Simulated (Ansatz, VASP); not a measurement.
## One calculation of CsH, two programs

```
Cs H
1.0
     3.81841    0.00000    0.00000
     0.00000    3.81841    0.00000
     0.00000    0.00000    3.81841
Cs H
1 1
Direct
  0.00052 0.01434 0.99912
  0.50105 0.50290 0.50408
```

Alike in both runs: task relaxation of the atoms; functional r2SCAN; k mesh 3 × 3 × 3; no spin polarisation.

|  | VASP | Ansatz |
| --- | --- | --- |
| version | VASP 6.6.1 | Ansatz 0.2.0 |
| potentials or method | VASP PAW PBE potentials, release 64 (Cs_sv, H) | plane waves, PAW |
| plane-wave cutoff (eV) | 520 | 500 |
| occupations | gaussian, width 0.01 eV | fixed |
| valence electrons in the cell | 10 | 10 |

```tsv
	VASP	Ansatz	Ansatz less VASP
gap on the k mesh at the Fermi level, each at its own relaxed structure (eV)	4.43	4.45	+0.012
```

VASP's potentials were made for PBE, not for r2SCAN.

The k mesh is coarse, so the values compare programs but aren't converged. Spin-orbit coupling is off throughout.
